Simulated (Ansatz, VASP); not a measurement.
Two plane-wave programs on Ge

Contents of INCAR:

```
SYSTEM = Ge
PREC = Accurate
ENCUT = 520
EDIFF = 1E-7
ISMEAR = 0
SIGMA = 0.15
LREAL = .False.
LASPH = .True.
NELM = 80
ALGO = Normal
ISIF = 2
LWAVE = .False.
LCHARG = .True.
GGA = PS
LELF = .True.
LVHAR = .True.
NBANDS = 21
```

File KPOINTS:

```
regular mesh
0
Gamma
  20 20 20
  0 0 0
```

POSCAR

```
Ge
1.0
   -2.6388519620      2.6388519620      1.3624773271
    2.6388519620     -2.6388519620      1.3624773271
    2.6388519620      2.6388519620     -1.3624773271
Ge
2
Direct
    0.2500000000      0.7500000000      0.5000000000
    0.5000000000      0.5000000000      0.0000000000
```

Input for Ansatz:

```yaml
crystal:
  lattice:
    - [-2.638851962, 2.638851962, 1.3624773271]
    - [2.638851962, -2.638851962, 1.3624773271]
    - [2.638851962, 2.638851962, -1.3624773271]
  atoms:
    - { symbol: Ge, position: [0.25, 0.75, 0.5] }
    - { symbol: Ge, position: [0.5, 0.5, 0.0] }
basis:
  ecutwfc: 420
kpoints:
  mp_grid: { grid: [20, 20, 20] }
hamiltonian:
  xc: pbesol
scf:
  occupations: { method: gaussian, width: 0.15 }
output:
  forces: true
  stress: true
  eigenvalues: true
```

Change from the starting cell: strain +0.025 along x and y, -0.025 along z, atoms carried along.

Alike in both runs: task single point; functional PBEsol; k mesh 20 × 20 × 20; occupations gaussian, width 0.15 eV; no spin polarisation.

|  | VASP | Ansatz |
| --- | --- | --- |
| version | VASP 6.6.1 | Ansatz 0.2.0 |
| potentials or method | VASP PAW PBE potentials, release 64 (Ge_d), cutoff 520 eV | scalar-relativistic, plane waves, PAW |
| valence electrons in the cell | 28 | 28 |

VASP gave:

- gap on the k mesh at the Fermi level (eV): none
- pressure (GPa): -2.2
- traceless stress, the component that is largest in VASP (GPa): 3.33

Task: Which values does Ansatz return?

Result: gap on the k mesh at the Fermi level (eV): none; pressure (GPa): -2.3; traceless stress, the component that is largest in VASP (GPa): 3.32.

VASP's potentials were made for PBE, not for PBEsol. A gap of «none» marks a metal or a gap that the smearing closes.
